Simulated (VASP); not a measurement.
Write the native input for VASP 6.6.1 that does the following.

- Task: single point
- Functional: PBE
- Potentials or basis: VASP PAW PBE potentials, release 64 (Ba_sv)
- Cutoff: 520 eV
- k mesh: 18 × 18 × 18
- Occupations: gaussian, width 0.15 eV
- Spin: no spin polarisation
- Dipole correction: no
- Further INCAR settings: ALGO = Fast; EDIFF = 1e-07; NBANDS = 11

The structure of Ba lies in POSCAR:

```
Ba
1.0
   -3.3728479862      2.5792366953      2.5792366953
    2.5792366953     -3.3728479862      2.5792366953
    2.5792366953      2.5792366953     -3.3728479862
Ba
1
Direct
    0.0000000000      0.0000000000      0.0000000000
```

This cell differs from its parent crystal: ratio of the length along [111] to the lengths across it x 0.6, volume and fractional coordinates fixed.

One way to write it, as run:

INCAR

```
SYSTEM = Ba
PREC     = Accurate       ! precision mode
ENCUT    = 520            ! plane-wave cutoff, eV
EDIFF    = 1E-7           ! SCF threshold, eV
ISMEAR   = 0              ! smearing method
SIGMA    = 0.15           ! smearing width, eV
LREAL    = .False.        ! projectors in reciprocal space
LASPH    = .True.         ! aspherical terms in the spheres
NELM     = 60             ! most SCF steps
ALGO     = Fast           ! electronic algorithm
ISIF     = 2              ! what is computed and relaxed
LWAVE    = .False.        ! write WAVECAR
LCHARG   = .True.         ! write CHGCAR
GGA      = PE             ! functional
LELF     = .True.         ! ELF
LVHAR    = .True.       
NBANDS   = 11             ! bands
```

KPOINTS

```
Automatic mesh
0
Gamma
  18 18 18
  0 0 0
```

Potentials or basis: VASP PAW PBE potentials, release 64 (Ba_sv).

Command:

```console
$ cat potpaw_PBE.64/Ba_sv/POTCAR > POTCAR
$ mpirun -np 1 vasp_std > vasp.out
```

Results of the run:

```json
{"Pressure": "1.5 GPa", "Band gap on the k mesh": "zero (bands 5 and 6 overlap by 1.09 eV)"}
```

Caveat: spin-orbit coupling is left out, which moves the levels of the heavy elements.

Wall time 6.9 min on 1 thread of AMD EPYC 9R45 96-Core Processor (Zen 5) (shared host), peak memory 0.52 GiB.
